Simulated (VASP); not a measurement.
# SiC (I-4m2) in VASP: notebook

Runs on SiC. Level: LDA. Tasks: relaxation of the atoms.

Program: VASP 6.6.1. These are calculated values, not measurements. Logs are shortened: lines on timing, memory, paths and dates and some standing lists are left out, and cuts for length are marked.

## Step 1: The cell of the first run

It takes space group I-4m2 (No. 119, tetragonal). The conventional cell has a = 3.092 Å, b = 3.092 Å, c = 4.303 Å, α = 90.00°, β = 90.00°, γ = 90.00°. Within 2.5 Å of Si (site symmetry -4m2) lie 4 C at 1.88 Å. Within 2.5 Å of C (site symmetry -4m2) lie 4 Si at 1.88 Å.

## Step 2: Relaxation of the atoms, LDA (strained cell)

INCAR

```
SYSTEM = SiC
  PREC = Accurate
  ENCUT = 520
  EDIFF = 1E-7
  ISMEAR = 0
  SIGMA = 0.02
  LREAL = .FALSE.
  LASPH = .TRUE.
  NELM = 120
  ALGO = Normal
  ISIF = 2
  LWAVE = .FALSE.
  LCHARG = .FALSE.
  IBRION = 2
  NSW = 60
  EDIFFG = -0.002
  GGA_COMPAT = .FALSE.
  NELMIN = 4
```

KPOINTS

```
Automatic mesh
0
G
  10 10 10
  0 0 0
```

POSCAR

```
SiC
1.0
    0.0000000000      2.1861290539      2.1514973065
    2.1861290539      0.0000000000      2.1514973065
    2.1861290539      2.1861290539      0.0000000000
Si C
1 1
Direct
    0.0000000000      0.0000000000      0.0000000000
    0.2500000000      0.2500000000      0.2500000000
```

Potentials or basis: VASP PAW LDA potentials, release 64 (Si, C).

Started as:

```sh
$ cat potpaw_LDA.64/Si/POTCAR potpaw_LDA.64/C/POTCAR > POTCAR
$ mpirun -np 1 vasp_std > vasp.out
```

OUTCAR:

```text
SYSTEM = SiC
   PREC = Accurate
   ENCUT = 520
   EDIFF = 1E-7
   ISMEAR = 0
   LREAL = .FALSE.
   LASPH = .TRUE.
   NELM = 120
   ISIF = 2
   IBRION = 2
   NSW = 60
   EDIFFG = -0.002
   NELMIN = 4

 ion  position               nearest neighbor table
   1  0.000  0.000  0.000-   2 1.88   2 1.88   2 1.88   2 1.88
   2  0.250  0.250  0.250-   1 1.88   1 1.88   1 1.88   1 1.88

  LATTYP: Found a body centered tetragonal cell.
 ALAT       =     3.0916533571
 C/A-ratio  =     1.3918101792

  Lattice vectors:

 A1 = (   0.0000000000,  -2.1861290539,  -2.1514973065)
 A2 = (   0.0000000000,   2.1861290539,  -2.1514973065)
 A3 = (   2.1861290539,   0.0000000000,   2.1514973065)

Analysis of symmetry for initial positions (statically):
=====================================================================
 Subroutine PRICEL returns:
 Original cell was already a primitive cell.

 Routine SETGRP: Setting up the symmetry group for a
 body centered tetragonal supercell.

 Subroutine GETGRP returns: Found  8 space group operations
 (whereof  8 operations were pure point group operations)
 out of a pool of 16 trial point group operations.

The static configuration has the point symmetry D_2d.

Analysis of symmetry for dynamics (positions and initial velocities):
=====================================================================
 Subroutine PRICEL returns:
 Original cell was already a primitive cell.

 Routine SETGRP: Setting up the symmetry group for a
 body centered tetragonal supercell.

 Subroutine GETGRP returns: Found  8 space group operations
 (whereof  8 operations were pure point group operations)
 out of a pool of 16 trial point group operations.

The dynamic configuration has the point symmetry D_2d.

 Subroutine INISYM returns: Found  8 space group operations
 (whereof  8 operations are pure point group operations),
 and found     1 'primitive' translations

----------------------------------------------------------------------------------------

                                     Primitive cell

  volume of cell :      20.5647

  direct lattice vectors                    reciprocal lattice vectors
     0.000000000  2.186129054  2.151497307    -0.228714768  0.228714768  0.232396294
     2.186129054  0.000000000  2.151497307     0.228714768 -0.228714768  0.232396294
     2.186129054  2.186129054  0.000000000     0.228714768  0.228714768 -0.232396294

  length of vectors
[... 87 lines left out ...]
   NFREE  =      1    steps in history (QN), initial steepest desc. (CG)
   ISIF   =      2    stress and relaxation
   ISYM   =      2    0-nonsym 1-usesym 2-fastsym
   POTIM  = 0.5000    time-step for ionic-motion
   TEBEG  =    0.0;   TEEND  =   0.0 temperature during run
   PSTRESS=    0.0 pullay stress
   NELECT =       8.0000    total number of electrons
   NUPDOWN=      -1.0000    fix difference up-down
   EMIN   =  10.00;   EMAX   =-10.00  energy-range for DOS
   EFERMI =   0.00;   METHOD = LEGACY
   ISMEAR =     0;   SIGMA  =   0.02  broadening in eV -4-tet -1-fermi 0-gaus
   EFERMI_NEDOS =   21; number of points for ismear=-14 and -15
   IALGO  =     38    algorithm
   IMIX   =      4    mixing-type and parameters
     AMIX     =   0.40;   BMIX     =  1.00
     AMIX_MAG =   1.60;   BMIX_MAG =  1.00
  volume/ion in A,a.u.               =      10.28        69.39
  Fermi-wavevector in a.u.,A,eV,Ry     =   1.195081  2.258376 19.432095  1.428219
  Thomas-Fermi vector in A             =   2.331055
   LORBIT       =      0    0 simple, 1 ext, 2 COOP (PROOUT), +10 PAW based schemes
   GGA     = CA    functional components
   LHFCALC =     F    Hartree Fock is set to
   AEXX    =    0.0000 exact exchange contribution
   IVDW    =     0    specifies the selected vdW correction
   LEPSILON=     F    determine dielectric tensor
   LRPA    =     F    only Hartree local field effects (RPA)
 conjugate gradient relaxation of ions
 non-spin polarized calculation
 Gauss-broadening in eV      SIGMA  =   0.02
  energy-cutoff  :      520.00
  volume of cell :       20.56
 maximum number of plane-waves:       565
   NGX = 11   NGY = 11   NGZ = 11

 number of electron       8.0000001 magnetization

 Free energy of the ion-electron system (eV)
  ---------------------------------------------------
  ext. energy  EPLUGINS =         0.00000000
  ---------------------------------------------------
  free energy    TOTEN  =       -16.63778957 eV

  energy without entropy =      -16.63778957  energy(sigma->0) =      -16.63778957

 E-fermi :   8.3048     XC(G=0): -11.5830

 val. band max:        8.2035857818   @ k =   0.0000   0.0000   0.0000
 cond. band min:       9.3353970366   @ k =   0.5000   0.5000   0.0000
 fundamental gap:      1.1318112548
 Fermi energy:         8.3047548684

 k-point     1 :       0.0000    0.0000    0.0000
  band No.  band energies     occupation
      1      -7.2315      2.00000
      2       8.0979      2.00000
      3       8.0979      2.00000
      4       8.2036      2.00000
      5      14.4955      0.00000
      6      15.3392      0.00000
      7      15.3824      0.00000
      8      15.3824      0.00000
[... 243 lines left out ...]
 k-point    24 :       0.4000    0.3000    0.0000
  band No.  band energies     occupation
      1      -3.9954      2.00000
      2       2.6697      2.00000
      3       4.9141      2.00000
      4       5.3878      2.00000
      5      10.8773      0.00000
      6      13.4992      0.00000
      7      19.7058      0.00000
      8      19.9105      0.00000

 [... further k-points ...]

------------------------ aborting loop because EDIFF is reached ----------------------------------------

  FORCE on cell =-STRESS in cart. coord.  units (eV):
  Direction    XX          YY          ZZ          XY          YZ          ZX
  --------------------------------------------------------------------------------------
  -------------------------------------------------------------------------------------
  Total       -0.5210773     -0.5210773     -0.0057323      0.0000000     -0.0000000      0.0000000
  in kB      -40.5966614    -40.5966614     -0.4466018      0.0000000     -0.0000000      0.0000000
  external PRESSURE =     -27.2133082 kB  Pullay stress =       0.0000000 kB

 VOLUME and BASIS-vectors are now :
 -----------------------------------------------------------------------------
  energy-cutoff  :      520.00
  volume of cell :       20.56
      direct lattice vectors                 reciprocal lattice vectors
     0.000000000  2.186129054  2.151497307    -0.228714768  0.228714768  0.232396294
     2.186129054  0.000000000  2.151497307     0.228714768 -0.228714768  0.232396294
     2.186129054  2.186129054  0.000000000     0.228714768  0.228714768 -0.232396294

 POSITION                                       TOTAL-FORCE (eV/Angst)
 -----------------------------------------------------------------------------------
      0.00000      0.00000      0.00000         0.000000      0.000000      0.000000
      1.09306      1.09306      1.07575        -0.000000     -0.000000     -0.000000
 -----------------------------------------------------------------------------------
    total drift:                                0.000000      0.000000      0.000000

  FREE ENERGIE OF THE ION-ELECTRON SYSTEM (eV)
  ---------------------------------------------------
  free  energy   TOTEN  =       -16.6377895687 eV

  energy  without entropy=      -16.6377895687  energy(sigma->0) =      -16.63778957

 reached required accuracy - stopping structural energy minimisation
```

OSZICAR:

```text
N       E                     dE             d eps       ncg     rms          rms(c)
DAV:   1     0.195084180088E+01    0.19508E+01   -0.41344E+03  1696   0.840E+02
DAV:   2    -0.183347256633E+02   -0.20286E+02   -0.19239E+02  2264   0.107E+02
DAV:   3    -0.186897101796E+02   -0.35498E+00   -0.35498E+00  1992   0.175E+01
DAV:   4    -0.186907718301E+02   -0.10617E-02   -0.10617E-02  2544   0.102E+00
DAV:   5    -0.186907721835E+02   -0.35340E-06   -0.35340E-06  2008   0.172E-02    0.913E+00
DAV:   6    -0.167337285348E+02    0.19570E+01   -0.84858E+00  1824   0.164E+01    0.400E+00
DAV:   7    -0.166583501194E+02    0.75378E-01   -0.33721E-01  2512   0.421E+00    0.179E+00
DAV:   8    -0.166379874748E+02    0.20363E-01   -0.25094E-02  1832   0.127E+00    0.179E-01
DAV:   9    -0.166377830647E+02    0.20441E-03   -0.95722E-04  2600   0.248E-01    0.913E-02
DAV:  10    -0.166377899103E+02   -0.68456E-05   -0.89400E-05  1976   0.671E-02    0.249E-02
DAV:  11    -0.166377897533E+02    0.15702E-06   -0.40694E-06  2320   0.138E-02    0.117E-02
DAV:  12    -0.166377895674E+02    0.18588E-06   -0.75009E-07  1888   0.554E-03    0.614E-04
DAV:  13    -0.166377895687E+02   -0.12885E-08   -0.85874E-09  1160   0.882E-04
   1 F= -.16637790E+02 E0= -.16637790E+02  d E =-.166378E+02
```

CONTCAR:

```text
SiC
   1.00000000000000
     0.0000000000000000    2.1861290538999998    2.1514973065000000
     2.1861290538999998    0.0000000000000000    2.1514973065000000
     2.1861290538999998    2.1861290538999998    0.0000000000000000
  Si              C
     1     1
Direct
     0.0000000000000000    0.0000000000000000    0.0000000000000000
     0.2500000000000000    0.2500000000000000    0.2500000000000000

  0.00000000E+00  0.00000000E+00  0.00000000E+00
  0.00000000E+00  0.00000000E+00  0.00000000E+00
```

Run time: 5.6 s. Hardware: 1 thread of Intel Xeon 6975P-C (Granite Rapids), shared host; peak memory 0.13 GiB.

What came out:

```
Free energy             : -16.6378 eV
Pressure after relaxing : -2.7 GPa
Band gap on the k mesh  : 1.13 eV (least direct gap 4.48 eV)
```

Final structure:
```cif
data_structure
_symmetry_space_group_name_H-M 'P 1'
_symmetry_Int_Tables_number 1
_cell_length_a 3.0673
_cell_length_b 3.0673
_cell_length_c 3.0917
_cell_angle_alpha 59.737
_cell_angle_beta 59.737
_cell_angle_gamma 60.527
_cell_volume 20.56
loop_
_atom_site_label
_atom_site_type_symbol
_atom_site_fract_x
_atom_site_fract_y
_atom_site_fract_z
_atom_site_occupancy
Si1 Si 0.00000 0.00000 0.00000 1
C1 C 0.25000 0.25000 0.25000 1
```

Caveat: the cell differs from its parent crystal (strained cell); the relaxation stopped at its first step, so nothing moved. A k mesh can miss the band edges.

## Step 3: Relaxation of the atoms, LDA (strained cell)

INCAR

```
PREC     = Accurate       # precision mode
ENCUT    = 520            # plane-wave cutoff, eV
EDIFF    = 1E-7           # SCF threshold, eV
ISMEAR   = 0              # smearing method
SIGMA    = 0.02           # smearing width, eV
LREAL    = F              # projectors in reciprocal space
LASPH    = T              # aspherical terms in the spheres
NELM     = 120            # most SCF steps
ALGO     = Normal         # electronic algorithm
ISIF     = 2              # what is computed and relaxed
LWAVE    = F              # write WAVECAR
LCHARG   = F              # write CHGCAR
IBRION   = 2              # ionic algorithm
NSW      = 60             # ionic steps
EDIFFG   = -0.002         # ionic threshold
GGA_COMPAT= F            
NELMIN   = 4
```

KPOINTS

```
regular mesh
0
Gamma
  10 10 10
```

POSCAR

```
SiC
1.0
    0.0000000000      2.1861290539      2.1451151163
    2.1861290539      0.0000000000      2.1451151163
    2.1861290539      2.1861290539      0.0000000000
Si C
1 1
Direct
    0.0000000000      0.0000000000      0.0000000000
    0.2500000000      0.2500000000      0.2500000000
```

Potentials or basis: VASP PAW LDA potentials, release 64 (Si, C).

Started as:

```sh
$ cat potpaw_LDA.64/Si/POTCAR potpaw_LDA.64/C/POTCAR > POTCAR
$ mpirun -np 1 vasp_std > vasp.out
```

Run time: 5.7 s. Hardware: 1 thread of Intel Xeon 6975P-C (Granite Rapids), shared host; peak memory 0.13 GiB.

It converged, with:

- Free energy: -16.6376 eV
- Pressure after relaxing: -2.1 GPa
- Band gap on the k mesh: 1.10 eV (least direct gap 4.48 eV)

Stress tensor (GPa, compression positive):
```
-3.66  0.00  0.00
 0.00 -3.66  0.00
 0.00  0.00  1.08
```

Final structure:
```xyz
2
Lattice="0.0000 2.1861 2.1451 2.1861 0.0000 2.1451 2.1861 2.1861 0.0000" Properties=species:S:1:pos:R:3 pbc="T T T"
Si    0.0000    0.0000    0.0000
C     1.0931    1.0931    1.0726
```

Levels at points of the mesh, in eV from the valence-band top:
| k point | band 1 | band 2 | band 3 | band 4 | band 5 | band 6 | band 7 | band 8 |
| --- | --- | --- | --- | --- | --- | --- | --- | --- |
| (0.00, 0.00, 0.00) | -15.47 | -0.12 | -0.12 | 0.00 | 6.31 | 7.14 | 7.19 | 7.19 |
| (0.50, 0.00, 0.00) | -11.82 | -8.69 | -1.25 | -1.03 | 5.36 | 6.94 | 7.26 | 9.89 |
| (0.50, 0.50, 0.00) | -10.22 | -7.77 | -3.43 | -3.43 | 1.10 | 3.92 | 13.79 | 13.79 |
| (0.50, 0.00, 0.50) | -10.38 | -8.00 | -3.24 | -3.21 | 1.27 | 4.25 | 13.58 | 14.16 |

Caveat: the cell differs from its parent crystal (strained cell); the relaxation stopped at its first step, so nothing moved. A k mesh can miss the band edges.

## Step 4: Relaxation of the atoms, LDA (strained cell)

INCAR

```
PREC = Accurate
ENCUT = 520
EDIFF = 1E-7
ISMEAR = 0
SIGMA = 0.02
LREAL = F
LASPH = T
NELM = 120
ALGO = Normal
ISIF = 2
LWAVE = F
LCHARG = F
GGA = CA
IBRION = 2
NSW = 60
EDIFFG = -0.002
GGA_COMPAT = F
NELMIN = 4
```

KPOINTS is that of step 3.

POSCAR

```
SiC
1.0
    0.0000000000      2.1861290539      2.1489769158
    2.1861290539      0.0000000000      2.1489769158
    2.1861290539      2.1861290539      0.0000000000
Si C
1 1
Direct
    0.0000000000      0.0000000000      0.0000000000
    0.2500000000      0.2500000000      0.2500000000
```

Started as:

```sh
$ cat potpaw_LDA.64/Si/POTCAR potpaw_LDA.64/C/POTCAR > POTCAR
$ mpirun -np 1 vasp_std > vasp.out
```

Wall time 5.8 s (1 thread of Intel Xeon 6975P-C (Granite Rapids), shared host); peak memory 0.13 GiB.

Results (log left out):

* Free energy: -16.6378 eV
* Pressure after relaxing: -2.5 GPa
* Band gap on the k mesh: 1.12 eV (least direct gap 4.48 eV)

Stress tensor (GPa, compression positive):
```
-3.90  0.00  0.00
 0.00 -3.90  0.00
 0.00  0.00  0.40
```

Final structure:
```
CELL_PARAMETERS angstrom
0.00000 2.18613 2.14898
2.18613 0.00000 2.14898
2.18613 2.18613 0.00000
ATOMIC_POSITIONS crystal
Si 0.00000 0.00000 0.00000
C 0.25000 0.25000 0.25000
```

Levels at points of the mesh, in eV from the valence-band top:
| k point | band 1 | band 2 | band 3 | band 4 | band 5 | band 6 | band 7 | band 8 |
| --- | --- | --- | --- | --- | --- | --- | --- | --- |
| (0.00, 0.00, 0.00) | -15.45 | -0.11 | -0.11 | 0.00 | 6.30 | 7.14 | 7.18 | 7.18 |
| (0.50, 0.00, 0.00) | -11.80 | -8.67 | -1.23 | -1.03 | 5.35 | 6.95 | 7.24 | 9.89 |
| (0.50, 0.50, 0.00) | -10.22 | -7.77 | -3.41 | -3.41 | 1.12 | 3.94 | 13.79 | 13.79 |
| (0.50, 0.00, 0.50) | -10.36 | -7.98 | -3.23 | -3.21 | 1.28 | 4.24 | 13.59 | 14.12 |

Caveat: the cell differs from its parent crystal (strained cell); the relaxation stopped at its first step, so nothing moved. A k mesh can miss the band edges.

## Step 5: Summary

| cell | gap on the mesh (eV) | pressure (GPa) |
| --- | --- | --- |
| atoms relaxed from a = 3.067, b = 3.067, c = 3.092 Å, angles 59.7, 59.7, 60.5°, 2 atoms | 1.13 | -2.7 |
| atoms relaxed from a = 3.063, b = 3.063, c = 3.092 Å, angles 59.7, 59.7, 60.6°, 2 atoms | 1.10 | -2.1 |
| atoms relaxed from a = 3.065, b = 3.065, c = 3.092 Å, angles 59.7, 59.7, 60.6°, 2 atoms | 1.12 | -2.5 |

Alike in all rows: task relaxation of the atoms; level LDA; potentials or basis VASP PAW LDA potentials, release 64 (Si, C); no spin polarisation; k mesh 10 × 10 × 10; cutoff (eV) 520; smearing gaussian 0.02 eV.

Caveats: the relaxation stopped at its first step, so nothing moved.

Total energies depend on the potentials used, so only differences within one code and one set of settings carry meaning.
